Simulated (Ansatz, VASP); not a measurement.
Two plane-wave programs on KBaI3

POSCAR

```
KBaI3
1.0
    6.7191904058      0.0000000000      0.0000000000
    0.0000000000      6.7191904058      0.0000000000
    0.0000000000      0.0000000000      6.7191904058
K Ba I
1 1 3
Direct
    0.0000000000      0.0000000000      0.0000000000
    0.5000000000      0.5000000000      0.5000000000
    0.5000000000      0.5000000000      0.0000000000
    0.5000000000      0.0000000000      0.5000000000
    0.0000000000      0.5000000000      0.5000000000
```

The input INCAR.step1:

```
SYSTEM = KBaI3
PREC = Accurate ; ENCUT = 520
ISMEAR = 0 ; SIGMA = 0.01
LREAL = .FALSE. ; LASPH = .TRUE.
NELM = 100 ; NBANDS = 28
GGA = PE ; ALGO = Normal
EDIFF = 1E-4 ; LWAVE = .TRUE.
LCHARG = .FALSE.
```

File INCAR.step2:

```
SYSTEM = KBaI3
PREC = Accurate ; ENCUT = 520
EDIFF = 1E-6 ; ISMEAR = 0
SIGMA = 0.01 ; LREAL = .FALSE.
LASPH = .TRUE. ; NELM = 100
ALGO = Normal ; ISIF = 2
LWAVE = .FALSE. ; LCHARG = .TRUE.
METAGGA = R2SCAN ; LMIXTAU = .TRUE.
LELF = .TRUE. ; LVHAR = .TRUE.
NBANDS = 28 ; ISTART = 1
```

File KPOINTS:

```
regular mesh
0
G
  4 4 4
  0 0 0
```

Input for Ansatz:

```yaml
crystal:
  lattice:
    - [6.7191904058, 0.0, 0.0]
    - [0.0, 6.7191904058, 0.0]
    - [0.0, 0.0, 6.7191904058]
  atoms:
    - { symbol: K, position: [0.0, 0.0, 0.0] }
    - { symbol: Ba, position: [0.5, 0.5, 0.5] }
    - { symbol: I, position: [0.5, 0.5, 0.0] }
    - { symbol: I, position: [0.5, 0.0, 0.5] }
    - { symbol: I, position: [0.0, 0.5, 0.5] }
kpoints:
  mp_grid: { grid: [4, 4, 4] }
  band_path:
    path: [[0.0, 0.0, 0.0], [0.0, 0.5, 0.0], [0.5, 0.5, 0.0], [0.5, 0.5, 0.5]]
    npoints: 1
hamiltonian:
  xc: r2scan
scf:
  occupations: { method: fixed }
  n_extra_bands: 5
output:
  forces: true
  stress: true
  eigenvalues: true
```

Alike in both runs: task single point; functional r2SCAN; k mesh 4 × 4 × 4; no spin polarisation.

|  | VASP | Ansatz |
| --- | --- | --- |
| version | VASP 6.6.1 | Ansatz 0.2.0 |
| potentials or method | VASP PAW PBE potentials, release 64 (K_sv, Ba_sv, I) | plane waves, PAW |
| plane-wave cutoff (eV) | 520 | 500 |
| occupations | gaussian, width 0.01 eV | fixed |
| valence electrons in the cell | 40 | 70 |

|  | VASP | Ansatz | Ansatz less VASP |
| --- | --- | --- | --- |
| gap on the k mesh at the Fermi level (eV) | 3.76 | 3.76 | +0.006 |
| pressure (GPa) | 0.1 | 0.0 | -0.14 |

VASP's potentials were made for PBE, not for r2SCAN. VASP's potentials hold 40 valence electrons a cell and Ansatz's 70, so a difference there can come from the potentials and not from the codes.

Neither program's run includes spin-orbit coupling.
